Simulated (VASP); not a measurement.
# Ge in VASP: further runs

Runs on Ge. Level: PBE+D3(BJ). Tasks: single point.

All numbers are computed with VASP 6.6.1; they aren't measurements. Logs are shortened: lines on timing, memory, paths and dates and some standing lists are left out, and cuts for length are marked.

## (1) The cell of the first run

The cell holds a slab with vacuum, 2 atoms: a = 4.023 Å, b = 4.023 Å, c = 28.000 Å, α = 90.00°, β = 90.00°, γ = 120.00°.

## (2) Single point, PBE+D3(BJ)

INCAR

```
SYSTEM = Ge
  ALGO = Normal
  DIPOL = 0.5 0.5 0.500
  EDIFF = 1E-6
  ENCUT = 520
  GGA = PE
  IDIPOL = 3
  ISIF = 2
  ISMEAR = 0
  IVDW = 12
  LASPH = .TRUE.
  LCHARG = .TRUE.
  LDIPOL = .TRUE.
  LELF = .TRUE.
  LREAL = .FALSE.
  LVACPOTAV = .TRUE.
  LVHAR = .TRUE.
  LWAVE = .FALSE.
  NBANDS = 21
  NELM = 60
  PREC = Accurate
  SIGMA = 0.1
```

KPOINTS

```
k-points
0
G
  12 12 1
  0 0 0
```

POSCAR

```
Ge
1.0
    4.0226895311      0.0000000000      0.0000000000
   -2.0113447656      3.4837513255      0.0000000000
    0.0000000000      0.0000000000     28.0000000000
Ge
2
Direct
    0.3333333333      0.6666666667      0.5122189469
    0.6666666667      0.3333333333      0.4877810531
```

Potentials or basis: VASP PAW PBE potentials, release 64 (Ge_d).

Launch:

```bash
$ cat potpaw_PBE.64/Ge_d/POTCAR > POTCAR
$ mpirun -np 1 vasp_std > vasp.out
```

OUTCAR:

```text
SYSTEM = Ge
   EDIFF = 1E-6
   ENCUT = 520
   GGA = PE
   ISIF = 2
   ISMEAR = 0
   IVDW = 12
   LASPH = .TRUE.
   LREAL = .FALSE.
   NELM = 60
   PREC = Accurate
 IVDW          = 12

 ion  position               nearest neighbor table
   1  0.333  0.667  0.512-   2 2.42   2 2.42   2 2.42
   2  0.667  0.333  0.488-   1 2.42   1 2.42   1 2.42

  LATTYP: Found a hexagonal cell.
 ALAT       =     4.0226895311
 C/A-ratio  =     6.9605172817

  Lattice vectors:

 A1 = (   4.0226895311,   0.0000000000,   0.0000000000)
 A2 = (  -2.0113447656,   3.4837513255,   0.0000000000)
 A3 = (   0.0000000000,   0.0000000000,  28.0000000000)

Analysis of symmetry for initial positions (statically):
=====================================================================
 Subroutine PRICEL returns:
 Original cell was already a primitive cell.

 Routine SETGRP: Setting up the symmetry group for a
 hexagonal supercell.

 Subroutine GETGRP returns: Found 12 space group operations
 (whereof 12 operations were pure point group operations)
 out of a pool of 24 trial point group operations.

The static configuration has the point symmetry D_3d.

Analysis of symmetry for dynamics (positions and initial velocities):
=====================================================================
 Subroutine PRICEL returns:
 Original cell was already a primitive cell.

 Routine SETGRP: Setting up the symmetry group for a
 hexagonal supercell.

 Subroutine GETGRP returns: Found 12 space group operations
 (whereof 12 operations were pure point group operations)
 out of a pool of 24 trial point group operations.

The dynamic configuration has the point symmetry D_3d.

 Subroutine INISYM returns: Found 12 space group operations
 (whereof 12 operations are pure point group operations),
 and found     1 'primitive' translations

----------------------------------------------------------------------------------------

                                     Primitive cell

  volume of cell :     392.3934

  direct lattice vectors                    reciprocal lattice vectors
     4.022689531  0.000000000  0.000000000     0.248589903  0.143523447  0.000000000
    -2.011344766  3.483751326  0.000000000     0.000000000  0.287046895  0.000000000
     0.000000000  0.000000000 28.000000000     0.000000000  0.000000000  0.035714286

  length of vectors
     4.022689531  4.022689531 28.000000000     0.287046895  0.287046895  0.035714286

  position of ions in fractional coordinates (direct lattice)
     0.333333333  0.666666667  0.512218947
     0.666666667  0.333333333  0.487781053

  ion indices of the primitive-cell ions
   primitive index   ion index
                 1           1
                 2           2

----------------------------------------------------------------------------------------

 KPOINTS: k-points

Automatic generation of k-mesh.
 Grid dimensions read from file:
 generate k-points for:   12   12    1

 Generating k-lattice:

  Cartesian coordinates                     Fractional coordinates (reciprocal lattice)
     0.020715825  0.011960287  0.000000000     0.083333333  0.000000000  0.000000000
     0.000000000  0.023920575  0.000000000     0.000000000  0.083333333  0.000000000
     0.000000000  0.000000000  0.035714286     0.000000000  0.000000000  1.000000000

  Length of vectors
     0.023920575  0.023920575  0.035714286

  Shift w.r.t. Gamma in fractional coordinates (k-lattice)
     0.000000000  0.000000000  0.000000000

 Subroutine IBZKPT returns following result:
 ===========================================

 Found     19 irreducible k-points:

 Following reciprocal coordinates:
            Coordinates               Weight
  0.000000  0.000000  0.000000      1.000000
  0.083333  0.000000  0.000000      6.000000
  0.166667  0.000000  0.000000      6.000000
  0.250000 -0.000000  0.000000      6.000000
  0.333333  0.000000  0.000000      6.000000
  0.416667 -0.000000  0.000000      6.000000
[... 11 lines left out ...]
  0.333333  0.250000  0.000000     12.000000
  0.333333  0.333333  0.000000      2.000000
   k-points           NKPTS =     19   k-points in BZ     NKDIM =     19   number of bands    NBANDS=     21
   number of dos      NEDOS =    301   number of ions     NIONS =      2
   total plane-waves  NPLWV = 189000
   dimension x,y,z NGX =    30 NGY =   30 NGZ =  210
   dimension x,y,z NGXF=    60 NGYF=   60 NGZF=  420
   ions per type =               2
   NGX,Y,Z   is equivalent  to a cutoff of  12.40, 12.40, 12.47 a.u.
   NGXF,Y,Z  is equivalent  to a cutoff of  24.80, 24.80, 24.94 a.u.
 SYSTEM =  Ge
   PREC   = accura    normal or accurate (medium, high low for compatibility)
   ISTART =      0    job   : 0-new  1-cont  2-samecut
   ICHARG =      2    charge: 1-file 2-atom 10-const
   ISPIN  =      1    spin polarized calculation?
   LNONCOLLINEAR =      F non collinear calculations
   LSORBIT =      F    spin-orbit coupling
   LASPH  =      T    aspherical Exc in radial PAW
   ENCUT  =  520.0 eV  38.22 Ry    6.18 a.u.   7.48  7.48 52.06*2*pi/ulx,y,z
   NELM   =     60;   NELMIN=  2; NELMDL= -5     # of ELM steps
   EDIFF  = 0.1E-05   stopping-criterion for ELM
   LREAL  =      F    real-space projection
   EDIFFG = 0.1E-04   stopping-criterion for IOM
   NSW    =      0    number of steps for IOM
   IBRION =     -1    ionic relax: 0-MD 1-quasi-New 2-CG
   NFREE  =      0    steps in history (QN), initial steepest desc. (CG)
   ISIF   =      2    stress and relaxation
   ISYM   =      2    0-nonsym 1-usesym 2-fastsym
   POTIM  = 0.5000    time-step for ionic-motion
   TEBEG  =    0.0;   TEEND  =   0.0 temperature during run
   PSTRESS=    0.0 pullay stress
   NELECT =      28.0000    total number of electrons
   NUPDOWN=      -1.0000    fix difference up-down
   EMIN   =  10.00;   EMAX   =-10.00  energy-range for DOS
   EFERMI =   0.00;   METHOD = LEGACY
   ISMEAR =     0;   SIGMA  =   0.10  broadening in eV -4-tet -1-fermi 0-gaus
   EFERMI_NEDOS =   21; number of points for ismear=-14 and -15
   IALGO  =     38    algorithm
   IMIX   =      4    mixing-type and parameters
     AMIX     =   0.40;   BMIX     =  1.00
     AMIX_MAG =   1.60;   BMIX_MAG =  1.00
  volume/ion in A,a.u.               =     196.20      1324.00
  Fermi-wavevector in a.u.,A,eV,Ry     =   0.679027  1.283175  6.273340  0.461077
  Thomas-Fermi vector in A             =   1.757104
   LORBIT       =      0    0 simple, 1 ext, 2 COOP (PROOUT), +10 PAW based schemes
   GGA     = PE    functional components
   LHFCALC =     F    Hartree Fock is set to
   AEXX    =    0.0000 exact exchange contribution
   IVDW    =    12    specifies the selected vdW correction
   LEPSILON=     F    determine dielectric tensor
   LRPA    =     F    only Hartree local field effects (RPA)
 non-spin polarized calculation
 Gauss-broadening in eV      SIGMA  =   0.10
  energy-cutoff  :      520.00
  volume of cell :      392.39
 maximum number of plane-waves:     10617
 NGX is ok and might be reduce to    30
   NGX = 15   NGY = 15   NGZ =105

 dipolmoment           0.000000      0.000000      0.000000 electrons x Angstroem

 number of electron      27.9999998 magnetization

 dipolmoment           0.000000      0.000000     -0.000000 electrons x Angstroem

 Free energy of the ion-electron system (eV)
  ---------------------------------------------------
  ext. energy  EPLUGINS =         0.00000000
  ---------------------------------------------------
  free energy    TOTEN  =        -8.07719103 eV

  energy without entropy =       -8.07562384  energy(sigma->0) =       -8.07640744

 E-fermi :  -3.4090     XC(G=0):  -1.6511

 val. band max:       -3.4090446384   @ k =   0.3333   0.3333   0.0000
 cond. band min:      -3.4090446028   @ k =   0.3333   0.3333   0.0000
 fundamental gap:      0.0000000356
 Fermi energy:        -3.4090446209

 k-point     1 :       0.0000    0.0000    0.0000
  band No.  band energies     occupation
      1     -27.9161      2.00000
      2     -27.9161      2.00000
      3     -27.8656      2.00000
      4     -27.8656      2.00000
      5     -27.8633      2.00000
      6     -27.7947      2.00000
[... 13 lines left out ...]
     20       1.0410      0.00000
     21       1.4466      0.00000

 k-point     2 :       0.0833    0.0000    0.0000
  band No.  band energies     occupation
      1     -27.9201      2.00000
      2     -27.9190      2.00000
      3     -27.8744      2.00000
      4     -27.8616      2.00000
      5     -27.8519      2.00000
      6     -27.7903      2.00000
[... 13 lines left out ...]
     20       1.1227      0.00000
     21       1.4771      0.00000

 k-point     3 :       0.1667    0.0000    0.0000
  band No.  band energies     occupation
      1     -27.9278      2.00000
      2     -27.9249      2.00000
      3     -27.8836      2.00000
      4     -27.8525      2.00000
      5     -27.8390      2.00000
      6     -27.7780      2.00000
[... 13 lines left out ...]
     20       1.5361      0.00000
     21       1.6535      0.00000

 k-point     4 :       0.2500   -0.0000    0.0000
  band No.  band energies     occupation
      1     -27.9338      2.00000
      2     -27.9304      2.00000
      3     -27.8934      2.00000
      4     -27.8430      2.00000
      5     -27.8298      2.00000
      6     -27.7605      2.00000
[... 13 lines left out ...]
     20       2.2724      0.00000
     21       2.2991      0.00000

 k-point     5 :       0.3333    0.0000    0.0000
  band No.  band energies     occupation
      1     -27.9356      2.00000
      2     -27.9342      2.00000
      3     -27.9035      2.00000
      4     -27.8358      2.00000
      5     -27.8256      2.00000
      6     -27.7453      2.00000
[... 13 lines left out ...]
     20       2.8600      0.00000
     21       2.9883      0.00000
[... 262 lines left out ...]
     20       4.0950      0.00000
     21       4.2659      0.00000

 k-point    17 :       0.2500    0.2500    0.0000
  band No.  band energies     occupation
      1     -27.9531      2.00000
      2     -27.9276      2.00000
      3     -27.9140      2.00000
      4     -27.8315      2.00000
      5     -27.7829      2.00000
      6     -27.7593      2.00000
[... 13 lines left out ...]
     20       3.1907      0.00000
     21       3.4059      0.00000

 k-point    18 :       0.3333    0.2500    0.0000
  band No.  band energies     occupation
      1     -27.9574      2.00000
      2     -27.9246      2.00000
      3     -27.9192      2.00000
      4     -27.8258      2.00000
      5     -27.7774      2.00000
      6     -27.7567      2.00000
[... 13 lines left out ...]
     20       3.7047      0.00000
     21       4.0358      0.00000

 k-point    19 :       0.3333    0.3333    0.0000
  band No.  band energies     occupation
      1     -27.9602      2.00000
      2     -27.9220      2.00000
      3     -27.9220      2.00000
      4     -27.8233      2.00000
      5     -27.7595      2.00000
      6     -27.7595      2.00000
[... 13 lines left out ...]
     20       3.4728      0.00000
     21       3.6704      0.00000

------------------------ aborting loop because EDIFF is reached ----------------------------------------

 Edisp (eV)   -0.30833

 E8    (eV) :    -0.1476

  FORCE on cell =-STRESS in cart. coord.  units (eV):
  Direction    XX          YY          ZZ          XY          YZ          ZX
  --------------------------------------------------------------------------------------
  -------------------------------------------------------------------------------------
  Total      -0.04453    -0.04453    -0.01355     0.00000     0.00000     0.00000
  in kB      -0.18181    -0.18181    -0.05534     0.00000     0.00000     0.00000
  external pressure =       -0.14 kB  Pullay stress =        0.00 kB

 VOLUME and BASIS-vectors are now :
 -----------------------------------------------------------------------------
  energy-cutoff  :      520.00
  volume of cell :      392.39
      direct lattice vectors                 reciprocal lattice vectors
     4.022689531  0.000000000  0.000000000     0.248589903  0.143523447  0.000000000
    -2.011344766  3.483751326  0.000000000     0.000000000  0.287046895  0.000000000
     0.000000000  0.000000000 28.000000000     0.000000000  0.000000000  0.035714286

 POSITION                                       TOTAL-FORCE (eV/Angst)
 -----------------------------------------------------------------------------------
     -0.00000      2.32250     14.34213         0.000000     -0.000000      0.005143
      2.01134      1.16125     13.65787        -0.000000      0.000000     -0.005143
 -----------------------------------------------------------------------------------
    total drift:                                0.000000      0.000000      0.000000

  FREE ENERGIE OF THE ION-ELECTRON SYSTEM (eV)
  ---------------------------------------------------
  free  energy   TOTEN  =        -8.3855225147 eV

  energy  without entropy=       -8.3839553214  energy(sigma->0) =       -8.38473892

 vacuum level on the upper side and lower side of the slab         1.056         1.056
```

It took 2.2 min on 1 thread of Intel Xeon 6975P-C (Granite Rapids), shared host; peak memory 0.53 GiB.

Results:

| Item | Value |
| --- | --- |
| Free energy | -8.3855 eV |
| Largest force | 0.005 eV/Å |
| Band gap on the k mesh | zero (filled and empty bands touch) |
| Dispersion energy per atom | -0.154 eV |

Forces on the atoms (eV/Å):
```
Ge   0.000  0.000  0.005
Ge   0.000  0.000 -0.005
```

Levels at points of the mesh, in eV from the Fermi level:
| k point | band 12 | band 13 | band 14 | band 15 | band 16 | band 17 |
| --- | --- | --- | --- | --- | --- | --- |
| (0.00, 0.00, 0.00) | -3.53 | -0.45 | -0.45 | 0.58 | 2.30 | 3.91 |
| (0.50, 0.00, 0.00) | -7.41 | -1.99 | -1.16 | 0.69 | 1.67 | 5.46 |

## (3) Single point, PBE+D3(BJ)

This run uses another cell than the first one, of 201.13 Å³/atom, 1.025 times its volume.

INCAR

```
  PREC = Accurate
  ENCUT = 520
  EDIFF = 1E-6
  ISMEAR = 0
  SIGMA = 0.1
  LREAL = False
  LASPH = True
  NELM = 100
  ALGO = Normal
  ISIF = 2
  LWAVE = False
  LCHARG = True
  LDIPOL = True
  IDIPOL = 3
  DIPOL = 0.5 0.5 0.500
  GGA = PE
  IVDW = 12
  LELF = True
  LVHAR = True
  LVACPOTAV = True
  NBANDS = 21
```

KPOINTS

```
Automatic mesh
0
Gamma
  12 12 1
```

POSCAR

```
Ge
1.0
    4.0729350596      0.0000000000      0.0000000000
   -2.0364675298      3.5272652296      0.0000000000
    0.0000000000      0.0000000000     28.0000000000
Ge
2
Direct
    0.3333333333      0.6666666667      0.5085714286
    0.6666666667      0.3333333333      0.4914285714
```

Potentials or basis: VASP PAW PBE potentials, release 64 (Ge_d).

Launch:

```bash
$ cat potpaw_PBE.64/Ge_d/POTCAR > POTCAR
$ mpirun -np 1 vasp_std > vasp.out
```

It took 2.4 min on 1 thread of Intel Xeon 6975P-C (Granite Rapids), shared host; peak memory 0.52 GiB.

It converged, with:

```yaml
Free_energy: -8.3258 eV
Largest_force: 0.471 eV/Å
Band_gap_on_the_k_mesh: zero (band 14 reaches -3.36 eV, above the bottom of band 15 at -3.76 eV)
Dispersion_energy_per_atom: -0.150 eV
```

Forces on the atoms (eV/Å):
```
Ge   0.000  0.000  0.471
Ge   0.000  0.000 -0.471
```

Levels at points of the mesh, in eV from the Fermi level:
```csv
k point,band 10,band 11,band 12,band 13,band 14,band 15,band 16,band 17,band 18,band 19
"(0.00, 0.00, 0.00)",-24.57,-11.61,-3.26,-1.03,-1.03,-0.34,2.70,3.53,3.53,4.23
"(0.50, 0.00, 0.00)",-24.49,-9.61,-7.78,-2.52,-1.06,0.80,1.07,5.68,6.31,6.88
```

## (4) Single point, PBE+D3(BJ)

This run uses another cell than the first one, of 201.13 Å³/atom, 1.025 times its volume.

INCAR is that of step 3.

KPOINTS is that of step 3.

POSCAR is that of step 3.

Launch:

```bash
$ cat potpaw_PBE.64/Ge_d/POTCAR > POTCAR
$ mpirun -np 1 vasp_std > vasp.out
```

Wall time 2.3 min (1 thread of AMD EPYC 9R14 (Zen 4), shared host); peak memory 0.5 GiB.

It converged, with:

- Free energy: -8.3258 eV
- Largest force: 0.471 eV/Å
- Band gap on the k mesh: zero (band 14 reaches -3.36 eV, above the bottom of band 15 at -3.76 eV)
- Dispersion energy per atom: -0.150 eV

Forces in eV/Å, atoms in the order of the input:
```
Ge   0.000  0.000  0.471
Ge   0.000  0.000 -0.471
```

Levels at points of the mesh, in eV from the Fermi level:
```tsv
k point	band 12	band 13	band 14	band 15	band 16	band 17
(0.00, 0.00, 0.00)	-3.26	-1.03	-1.03	-0.34	2.70	3.53
(0.50, 0.00, 0.00)	-7.78	-2.52	-1.06	0.80	1.07	5.68
```
